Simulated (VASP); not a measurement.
Set up this calculation in VASP 6.6.1, as the native input.

```yaml
Task: single point
Functional: PBE
Potentials_or_basis: VASP PAW PBE potentials, release 64 (Re, B)
Cutoff: 520 eV
k_mesh: 6 × 6 × 6
Occupations: gaussian, width 0.1 eV
Spin: no spin polarisation
Dipole_correction: no
Further_INCAR_settings: ALGO = Normal; EDIFF = 1e-07; NBANDS = 22
```

The structure of ReB6 lies in POSCAR:

```
ReB6
1.0
    2.2025079400      1.2716185500      3.3576785400
   -2.2025079400      1.2716185500      3.3576785400
    0.0000000000     -2.5432371000      3.3576785400
Re B
1 6
Direct
    0.5000000000      0.5000000000      0.5000000000
    0.9763144500      0.6664435600      0.3393008200
    0.3393008200      0.9763144500      0.6664435600
    0.6664435600      0.3393008200      0.9763144500
    0.0236855500      0.3335564400      0.6606991800
    0.6606991800      0.0236855500      0.3335564400
    0.3335564400      0.6606991800      0.0236855500
```

The input as run:

INCAR

```
SYSTEM = ReB6
PREC = Accurate ; ENCUT = 520
EDIFF = 1E-7 ; ISMEAR = 0
SIGMA = 0.1 ; LREAL = .FALSE.
LASPH = .TRUE. ; NELM = 60
ALGO = Normal ; ISIF = 2
LWAVE = .FALSE. ; LCHARG = .FALSE.
GGA = PE ; NBANDS = 22
```

KPOINTS

```
regular mesh
0
G
  6 6 6
  0 0 0
```

Potentials or basis: VASP PAW PBE potentials, release 64 (Re, B).

Launch:

```sh
$ cat potpaw_PBE.64/Re/POTCAR potpaw_PBE.64/B/POTCAR > POTCAR
$ mpirun -np 1 vasp_std > vasp.out
```

It gave:

| Quantity | Value |
| --- | --- |
| Pressure | 86.6 GPa |
| Largest force | 1.612 eV/Å |

Caveat: forces of over 1 eV/Å act on the atoms, so gaps and moduli don't describe the material at rest.

Wall time 85 s on 1 thread of Intel(R) Xeon(R) Platinum 8375C CPU @ 2.90GHz (Ice Lake) (shared host), peak memory 0.2 GiB.
